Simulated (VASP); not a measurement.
# HCClF4 in VASP: notebook, part 2 of 2

VASP 6.6.1. The steps go on from the part before.

### Step 4. Single point, PBE+D3(BJ)

This run uses another cell than the first one, of 11.57 Å³/atom, 0.634 times its volume.

INCAR

```
ALGO = Normal ; EDIFF = 1E-6
ENCUT = 910 ; GGA = PE
GGA_COMPAT = False ; ISIF = 2
ISMEAR = -1 ; IVDW = 12
LASPH = True ; LCHARG = True
LELF = True ; LREAL = Auto
LVHAR = True ; LWAVE = False
NBANDS = 76 ; NELM = 120
PREC = Accurate ; SIGMA = 0.02
```

KPOINTS

```
k-points
0
Gamma
  1 1 1
```

POSCAR

```
HCClF4
1.0
    6.2809900000      0.0000000000      0.0000000000
    0.0000000000      6.3787760000      0.0000000000
    0.0000000000      0.0000000000      6.0665140000
C F Cl H
3 12 3 3
Direct
    0.4794467114      0.5947536016      0.7085947547
    0.8828226124      0.0398195516      0.3483714041
    0.0951920000      0.5905051377      0.1981038864
    0.6976925612      0.5756747062      0.7361558879
    0.3639394427      0.5414518397      0.8763682075
    0.4366031470      0.8049036367      0.6499943790
    0.4269868285      0.4463865795      0.5447939294
    1.0861185896      0.1085945015      0.3812403631
    0.8832365598      0.0190005104      0.1171677837
    0.8939832733     -0.1293351577      0.5221779757
    0.6804022933      0.1411085763      0.4002628198
    0.1877570256      0.7525424940      0.3019196857
   -0.0720427831      0.5130921669      0.3114968498
    0.0338163251      0.6766815452     -0.0042198864
    0.2185165077      0.4273860691      0.1866145862
    0.4719956567      0.0575972569      0.9608978072
    0.0334342198      0.2787055071      0.7846186459
    0.5808320026      0.6850844112      0.1890377241
    0.2759119183      0.0910989820      0.8947642748
   -0.1720429423      0.2817154890      0.7238259073
    0.6366512285      0.5150517905      0.2808697054
```

Potentials or basis: VASP PAW PBE potentials, release 64 (C_h, F_h, Cl, H_h).

Run with:

```bash
> cat potpaw_PBE.64/C_h/POTCAR potpaw_PBE.64/F_h/POTCAR potpaw_PBE.64/Cl/POTCAR potpaw_PBE.64/H_h/POTCAR > POTCAR
> mpirun -np 1 vasp_gam > vasp.out
```

OUTCAR:

```text
EDIFF = 1E-6
   ENCUT = 910
   GGA = PE
   ISIF = 2
   ISMEAR = -1
   IVDW = 12
   LASPH = True
   LREAL = Auto
   NELM = 120
   PREC = Accurate
 IVDW          = 12

 ion  position               nearest neighbor table
   1  0.479  0.595  0.709-   5 1.30   4 1.39   7 1.41   6 1.41
   2  0.883  0.040  0.348-   8 1.36   9 1.41  11 1.46  10 1.51
   3  0.095  0.591  0.198-  15 1.30  12 1.34  13 1.35  14 1.40
   4  0.698  0.576  0.736-   1 1.39
   5  0.364  0.541  0.876-   1 1.30
   6  0.437  0.805  0.650-   1 1.41
   7  0.427  0.446  0.545-   1 1.41
   8  0.086  0.109  0.381-   2 1.36
   9  0.883  0.019  0.117-   2 1.41
[... 10 lines left out ...]
  20  0.828  0.282  0.724-  17 1.34
  21  0.637  0.515  0.281-  18 1.27

  LATTYP: Found a simple orthorhombic cell.
 ALAT       =     6.0665140000
 B/A-ratio  =     1.0353540765
 C/A-ratio  =     1.0514730536

  Lattice vectors:

 A1 = (   0.0000000000,   0.0000000000,   6.0665140000)
 A2 = (   6.2809900000,   0.0000000000,   0.0000000000)
 A3 = (   0.0000000000,   6.3787760000,   0.0000000000)

Analysis of symmetry for initial positions (statically):
=====================================================================
 Subroutine PRICEL returns:
 Original cell was already a primitive cell.

 Routine SETGRP: Setting up the symmetry group for a
 simple orthorhombic supercell.

 Subroutine GETGRP returns: Found  1 space group operations
 (whereof  1 operations were pure point group operations)
 out of a pool of  8 trial point group operations.

The static configuration has the point symmetry C_1 .

Analysis of symmetry for dynamics (positions and initial velocities):
=====================================================================
 Subroutine PRICEL returns:
 Original cell was already a primitive cell.

 Routine SETGRP: Setting up the symmetry group for a
 simple orthorhombic supercell.
[... 141 lines left out ...]
  Fermi-wavevector in a.u.,A,eV,Ry     =   1.293899  2.445114 22.778527  1.674174
  Thomas-Fermi vector in A             =   2.425516
   LORBIT       =      0    0 simple, 1 ext, 2 COOP (PROOUT), +10 PAW based schemes
   GGA     = PE    functional components
   LHFCALC =     F    Hartree Fock is set to
   AEXX    =    0.0000 exact exchange contribution
   IVDW    =    12    specifies the selected vdW correction
   LEPSILON=     F    determine dielectric tensor
   LRPA    =     F    only Hartree local field effects (RPA)
 non-spin polarized calculation
  energy-cutoff  :      910.00
  volume of cell :      243.06
 maximum number of plane-waves:      7595
 NGX is ok and might be reduce to    64
   NGX = 31   NGY = 31   NGZ = 29

 number of electron     119.9999988 magnetization

 Free energy of the ion-electron system (eV)
  ---------------------------------------------------
  ext. energy  EPLUGINS =         0.00000000
  ---------------------------------------------------
  free energy    TOTEN  =       -89.10183215 eV

  energy without entropy =      -89.10183215  energy(sigma->0) =      -89.10183215

 E-fermi :   0.9655     XC(G=0):  -9.0492

 val. band max:        0.4328639001   @ k =   0.0000   0.0000   0.0000
 cond. band min:       5.1848378527   @ k =   0.0000   0.0000   0.0000
 fundamental gap:      4.7519739526
 Fermi energy:         0.9654587673

 k-point     1 :       0.0000    0.0000    0.0000
  band No.  band energies     occupation
      1     -27.2723      2.00000
      2     -26.9156      2.00000
      3     -26.0742      2.00000
      4     -24.6755      2.00000
      5     -24.5799      2.00000
      6     -24.2890      2.00000
[... 64 lines left out ...]
     71       9.4907      0.00000
     72       9.7495      0.00000
 [bands above 72 left out]

------------------------ aborting loop because EDIFF is reached ----------------------------------------

 Edisp (eV)   -1.47627

 E8    (eV) :    -0.3901

  FORCE on cell =-STRESS in cart. coord.  units (eV):
  Direction    XX          YY          ZZ          XY          YZ          ZX
  --------------------------------------------------------------------------------------
  -------------------------------------------------------------------------------------
  Total       4.68104     4.58565     6.66566     0.82884     7.39972    -1.61242
  in kB      30.85663    30.22782    43.93892     5.46359    48.77767   -10.62878
  external pressure =       35.01 kB  Pullay stress =        0.00 kB

 VOLUME and BASIS-vectors are now :
 -----------------------------------------------------------------------------
  energy-cutoff  :      910.00
  volume of cell :      243.06
      direct lattice vectors                 reciprocal lattice vectors
     6.280990000  0.000000000  0.000000000     0.159210570  0.000000000  0.000000000
     0.000000000  6.378776000  0.000000000     0.000000000  0.156769888  0.000000000
     0.000000000  0.000000000  6.066514000     0.000000000  0.000000000  0.164839313

 POSITION                                       TOTAL-FORCE (eV/Angst)
 -----------------------------------------------------------------------------------
      3.01140      3.79380      4.29870         0.589436      0.493285     -2.149214
      5.54500      0.25400      2.11340         0.601755     -1.227959      0.805553
      0.59790      3.76670      1.20180        -0.698483      1.380814     -0.418372
      4.38220      3.67210      4.46590        -2.154424      0.245445      0.037440
      2.28590      3.45380      5.31650         0.838691      0.193712     -1.098739
      2.74230      5.13430      3.94320         0.315528     -3.646053     -0.246497
[... 13 lines left out ...]
      5.20039      1.79700      4.39110         1.337493     -0.279634      0.526907
      3.99880      3.28540      1.70390        -0.272559     -0.166098     -0.081868
 -----------------------------------------------------------------------------------
    total drift:                               -0.039367      0.011724     -0.004758

  FREE ENERGIE OF THE ION-ELECTRON SYSTEM (eV)
  ---------------------------------------------------
  free  energy   TOTEN  =       -90.5781062501 eV

  energy  without entropy=      -90.5781062501  energy(sigma->0) =      -90.57810625
```

stdout:

```text
POSCAR found type information on POSCAR C F ClH
 POSCAR found :  4 types and      21 ions
 scaLAPACK will be used
 LDA part: xc-table for (Slater+PW92), standard interpolation
 POSCAR, INCAR and KPOINTS ok, starting setup
 FFT: planning ... GRIDC
 FFT: planning ... GRID_SOFT
 FFT: planning ... GRID
 WAVECAR not read
 entering main loop
```

Wall time 69 s (1 thread of Intel Xeon Platinum 8375C at 2.90GHz (Ice Lake), shared host); peak memory 0.5 GiB.

What came out:

| Property | Result |
| --- | --- |
| Free energy | -90.5781 eV |
| Pressure | 3.5 GPa |
| Largest force | 4.007 eV/Å |
| Band gap on the k mesh | 4.75 eV |
| Dispersion energy per atom | -0.070 eV |

Forces on the atoms (eV/Å):
```
C    0.589  0.493 -2.149
C    0.602 -1.228  0.806
C   -0.698  1.381 -0.418
F   -2.154  0.245  0.037
F    0.839  0.194 -1.099
F    0.316 -3.646 -0.246
F    0.398  1.661  1.150
F   -2.272  1.091 -0.233
F   -0.835 -0.487  3.423
F   -1.523  2.051 -2.921
F    3.891 -0.840 -0.460
F   -0.721 -1.246 -0.006
F    0.578  0.537  0.150
F    0.138 -1.359  1.755
F    0.929 -0.329 -0.507
Cl  -0.497  1.356  0.314
Cl  -1.750  0.166 -0.504
Cl   0.637  0.663  0.334
H    0.471 -0.259  0.129
H    1.337 -0.280  0.527
H   -0.273 -0.166 -0.082
```

Stress tensor (GPa, compression positive):
```
 3.09  0.55 -1.06
 0.55  3.02  4.88
-1.06  4.88  4.39
```

Levels at points of the mesh, in eV from the valence-band top:
```
           k point  band 58  band 59  band 60  band 61  band 62  band 63
(0.00, 0.00, 0.00)    -0.42    -0.21     0.00     4.75     5.07     5.81
```

Caveat: the k points lie up to 1.04 Å⁻¹ apart; the cutoff is under 1.25 times the usual one of these potentials, so pressure, stress and relaxed cells hold a basis-set (Pulay) error.

### Step 5. Summary

```csv
cell,gap on the mesh (eV),pressure (GPa),largest force (eV/Å)
"a = 7.265 Å, 21 atoms",5.97,0.5,0.35
"a = 6.446, b = 6.598, c = 6.423 Å, 21 atoms",4.86,3.6,4.26
"a = 6.281, b = 6.379, c = 6.067 Å, 21 atoms",4.75,3.5,4.01
```

Alike in all rows: task single point; level PBE+D3(BJ); potentials or basis VASP PAW PBE potentials, release 64 (C_h, F_h, Cl, H_h); no spin polarisation; k mesh 1 × 1 × 1; cutoff (eV) 910; smearing fermi-dirac 0.02 eV.

Caveats: all runs use coarse meshes; the cutoff is under 1.25 times the usual one of these potentials, so pressure, stress and relaxed cells hold a basis-set (Pulay) error.

Total energies depend on the potentials used, so only differences within one code and one set of settings carry meaning.
